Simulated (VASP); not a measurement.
# PtS2 (P-3m1) in VASP: further runs, part 2 of 2

VASP 6.6.1. Earlier steps stand in the parts before.

## 4. Relaxation of the atoms, PBE

This run uses another cell than the first one, of 21.27 Å³/atom.

Input file INCAR:

```
SYSTEM = PtS2
PREC     = Accurate       ! precision mode
ENCUT    = 520            ! plane-wave cutoff, eV
EDIFF    = 1E-6           ! SCF threshold, eV
ISMEAR   = 0              ! smearing method
SIGMA    = 0.05           ! smearing width, eV
LREAL    = .FALSE.        ! projectors in reciprocal space
LASPH    = .TRUE.         ! aspherical terms in the spheres
NELM     = 60             ! most SCF steps
ALGO     = Normal         ! electronic algorithm
ISIF     = 2              ! what is computed and relaxed
LWAVE    = .FALSE.        ! write WAVECAR
LCHARG   = .FALSE.        ! write CHGCAR
GGA      = PE             ! functional
IBRION   = 2              ! ionic algorithm
NSW      = 50             ! ionic steps
EDIFFG   = -0.01          ! ionic threshold
```

Input file KPOINTS:

```
Automatic mesh
0
G
  9 9 4
  0 0 0
```

Input file POSCAR:

```
PtS2
1.0
    3.3262000000      0.0000000000      0.0000000000
   -1.6631000000      2.8805736981      0.0000000000
    0.0000000000      0.0000000000      6.6591000000
Pt S
1 2
Direct
    0.0000000000      0.0000000000      0.0000000000
    0.3333333333      0.6666666667      0.1889525212
    0.6666666667      0.3333333333      0.8110474788
```

Potentials or basis: VASP PAW PBE potentials, release 64 (Pt, S).

Run with:

```sh
$ cat potpaw_PBE.64/Pt/POTCAR potpaw_PBE.64/S/POTCAR > POTCAR
$ mpirun -np 1 vasp_std > vasp.out
```

OUTCAR:

```text
SYSTEM = PtS2
   PREC = Accurate
   ENCUT = 520
   EDIFF = 1E-6
   ISMEAR = 0
   LREAL = .FALSE.
   LASPH = .TRUE.
   NELM = 60
   ISIF = 2
   GGA = PE
   IBRION = 2
   NSW = 50
   EDIFFG = -0.01

 ion  position               nearest neighbor table
   1  0.000  0.000  0.000-   2 2.30   3 2.30   3 2.30   2 2.30   3 2.30   2 2.30
   2  0.333  0.667  0.189-   1 2.30   1 2.30   1 2.30
   3  0.667  0.333  0.811-   1 2.30   1 2.30   1 2.30

  LATTYP: Found a hexagonal cell.
 ALAT       =     3.3262000000
 C/A-ratio  =     2.0020143106

  Lattice vectors:

 A1 = (   3.3262000000,   0.0000000000,   0.0000000000)
 A2 = (  -1.6631000000,   2.8805736981,   0.0000000000)
 A3 = (   0.0000000000,   0.0000000000,   6.6591000000)

Analysis of symmetry for initial positions (statically):
[... 276 lines left out ...]
      7       1.2042      2.00000
      8       2.6326      2.00000
      9       3.3593      2.00000
     10       4.4045      2.00000
     11       4.4045      2.00000
     12       7.5487      0.00000
     13       7.5487      0.00000
     14      10.0345      0.00000
[... 401 lines left out ...]
      2      -8.1733      2.00000
      3      -1.4635      2.00000
      4      -1.1085      2.00000
      5      -0.6318      2.00000
      6      -0.2450      2.00000
      7       0.6292      2.00000
      8       2.0215      2.00000
      9       3.0437      2.00000
     10       3.9307      2.00000
     11       4.2449      2.00000
     12       6.0930      0.00000
     13       6.8685      0.00000
     14      11.2506      0.00000
     15      12.4052      0.00000

 [... further k-points ...]

------------------------ aborting loop because EDIFF is reached ----------------------------------------

  FORCE on cell =-STRESS in cart. coord.  units (eV):
  Direction    XX          YY          ZZ          XY          YZ          ZX
  --------------------------------------------------------------------------------------
  -------------------------------------------------------------------------------------
  Total        5.3298743      5.3298743      0.0662055      0.0000000      0.0000000      0.0000000
  in kB      133.8396091    133.8396091      1.6625004      0.0000000      0.0000000      0.0000000
  external PRESSURE =      89.7805728 kB  Pullay stress =       0.0000000 kB
[... 18 lines left out ...]
  FREE ENERGIE OF THE ION-ELECTRON SYSTEM (eV)
  ---------------------------------------------------
  free  energy   TOTEN  =       -15.0769553364 eV

  energy  without entropy=      -15.0769553364  energy(sigma->0) =      -15.07695534

 reached required accuracy - stopping structural energy minimisation
```

OSZICAR:

```text
N       E                     dE             d eps       ncg     rms          rms(c)
DAV:   1     0.127291828559E+03    0.12729E+03   -0.10479E+04  1314   0.129E+03
DAV:   2    -0.100273467906E+02   -0.13732E+03   -0.13435E+03  1621   0.250E+02
DAV:   3    -0.161646580190E+02   -0.61373E+01   -0.61098E+01  1696   0.581E+01
[... 25 lines left out ...]
DAV:   3    -0.150770074916E+02    0.19020E-03   -0.13061E-03  1605   0.357E-01    0.265E-01
DAV:   4    -0.150769704658E+02    0.37026E-04   -0.33010E-04  1682   0.184E-01    0.887E-02
DAV:   5    -0.150769593046E+02    0.11161E-04   -0.60638E-05  1598   0.901E-02    0.295E-02
DAV:   6    -0.150769555737E+02    0.37309E-05   -0.14558E-05  1528   0.266E-02    0.235E-02
DAV:   7    -0.150769553364E+02    0.23723E-06   -0.22383E-06  1147   0.107E-02
   3 F= -.15076955E+02 E0= -.15076955E+02  d E =-.206863E+00
```

CONTCAR:

```text
PtS2
   1.00000000000000
     3.3262000000000000    0.0000000000000000    0.0000000000000000
    -1.6631000000000000    2.8805736981000001    0.0000000000000000
     0.0000000000000000    0.0000000000000000    6.6590999999999996
  Pt              S
     1     2
Direct
     0.0000000000000000    0.0000000000000000    0.0000000000000000
     0.3333333332999970    0.6666666667000030    0.2064348611906127
     0.6666666667000030    0.3333333332999970    0.7935651388093873

  0.00000000E+00  0.00000000E+00  0.00000000E+00
  0.00000000E+00  0.00000000E+00  0.00000000E+00
  0.00000000E+00  0.00000000E+00  0.00000000E+00
```

Wall time 90 s (1 thread of Oxide Virtual Turin-like, shared host); peak memory 0.18 GiB.

What came out:

```
Free energy               : -15.0770 eV
Energy gained by relaxing : 69.0 meV/atom
Ionic steps               : 3
Pressure after relaxing   : 9.0 GPa
Band gap on the k mesh    : 1.29 eV (least direct gap 1.56 eV)
```

Forces on the atoms (eV/Å):
```
Pt   0.000  0.000  0.000
S    0.000  0.000 -0.002
S    0.000  0.000  0.002
```

Stress tensor (GPa, compression positive):
```
13.38  0.00  0.00
 0.00 13.38  0.00
 0.00  0.00  0.17
```

The path:
| step | energy change (eV) | largest force (eV/Å) | pressure (GPa) |
| --- | --- | --- | --- |
| 1 | 0.0000 | 1.8521 | 19.81 |
| 2 | -0.1965 | 0.3909 | 11.29 |
| 3 | -0.2069 | 0.0023 | 8.98 |

Final structure:
```
Pt S
1.0
     3.32620    0.00000    0.00000
    -1.66310    2.88057    0.00000
     0.00000    0.00000    6.65910
Pt S
1 2
Direct
  0.00000 0.00000 0.00000
  0.33333 0.66667 0.20643
  0.66667 0.33333 0.79357
```

Caveat: spin-orbit coupling is left out, which moves the levels of the heavy elements; this functional lacks dispersion, which binds layers or chains, so the pressure and a relaxed spacing across them are unreliable.

## 5. The runs side by side

```tsv
task	potentials or basis	cell	cutoff (eV)	gap on the mesh (eV)	pressure (GPa)	largest force (eV/Å)
single point	VASP PAW PBE potentials, release 64 (Pt_sv_GW, S)	a = 3.451, b = 3.451, c = 6.497 Å, angles 90.0, 90.0, 120.0°, 3 atoms, atomic positions A	570	1.56	3.7	0.03
single point	VASP PAW PBE potentials, release 64 (Pt_sv_GW, S)	a = 3.451, b = 3.451, c = 6.172 Å, angles 90.0, 90.0, 120.0°, 3 atoms, atomic positions B	570	1.46	4.2	0.03
relaxation of the atoms	VASP PAW PBE potentials, release 64 (Pt, S)	atoms relaxed from a = 3.326, b = 3.326, c = 6.659 Å, angles 90.0, 90.0, 120.0°, 3 atoms, atomic positions C	520	1.29	9.0	-
```

Alike in all rows: level PBE; no spin polarisation; k mesh 9 × 9 × 4; smearing gaussian 0.05 eV.

Caveats: spin-orbit coupling is left out, which moves the levels of the heavy elements; this functional lacks dispersion, which binds layers or chains, so the pressure and a relaxed spacing across them are unreliable; the stress differs along the axes, from -0 to 6 GPa (at least some runs).

Absolute energies hang on the potentials; compare differences alone.
